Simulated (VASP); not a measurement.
A run of VASP 6.6.1 is set up as follows.

File INCAR:

```
SYSTEM = Ru
PREC     = Accurate       ! precision mode
ENCUT    = 600            ! plane-wave cutoff, eV
EDIFF    = 1E-6           ! SCF threshold, eV
ISMEAR   = -1             ! smearing method
SIGMA    = 0.05           ! smearing width, eV
LREAL    = .False.        ! projectors in reciprocal space
LASPH    = .True.         ! aspherical terms in the spheres
NELM     = 100            ! most SCF steps
ALGO     = Fast           ! electronic algorithm
ISIF     = 3              ! what is computed and relaxed
LWAVE    = .False.        ! write WAVECAR
LCHARG   = .False.        ! write CHGCAR
GGA      = B5             ! functional
ALDAX    = 1.0          
AGGAX    = 1.0          
AGGAC    = 1.0          
ALDAC    = 0.0          
IBRION   = 2              ! ionic algorithm
NSW      = 60             ! ionic steps
EDIFFG   = -0.01          ! ionic threshold
```

KPOINTS

```
Automatic mesh
0
Gamma
  11 11 6
  0 0 0
```

POSCAR

```
Ru
1.0
    2.7058000000      0.0000000000      0.0000000000
   -1.3529000000      2.3432915376      0.0000000000
    0.0000000000      0.0000000000      4.2819000000
Ru
2
Direct
    0.6666666667      0.3333333333      0.7500000000
    0.3333333333      0.6666666667      0.2500000000
```

Potentials or basis: VASP PAW PBE potentials, release 64 (Ru_pv).

Launch:

```console
$ cat potpaw_PBE.64/Ru_pv/POTCAR > POTCAR
$ mpirun -np 1 vasp_std > vasp.out
```

Task: Predict the relaxed volume.

Result: 14.45 Å³/atom.

Task: Predict the space group after relaxing (to 0.1 Å).

Result: P6_3/mmc (No. 194).

Task: Predict the relaxed cell.

Result: a = 2.766 Å, b = 2.766 Å, c = 4.364 Å, α = 90.00°, β = 90.00°, γ = 120.00°.

Task: Estimate the band gap on the k mesh.

Result: Zero (bands 14 and 15 overlap by 2.78 eV).

Step by step:
```
step  energy change (eV)  largest force (eV/Å)  pressure (GPa)  volume (Å³)
   1              0.0000                0.0000           19.68        27.15
   2              0.4855                0.0000          -29.64        34.24
   3             -0.1008                0.0000           -1.17        29.03
   4             -0.1013                0.0000           -0.14        28.91
   5             -0.1013                0.0000            0.25        28.88
   6             -0.1015                0.0000            0.25        28.88
   7             -0.1015                0.0000            0.21        28.88
   8             -0.1015                0.0000            0.23        28.88
   9             -0.1014                0.0000           -0.37        28.95
  10             -0.1015                0.0000           -0.02        28.91
```

Caveat: the PAW data sets were made with another functional, which shifts forces and pressure a little. BLYP gives volumes clearly too large for solids.
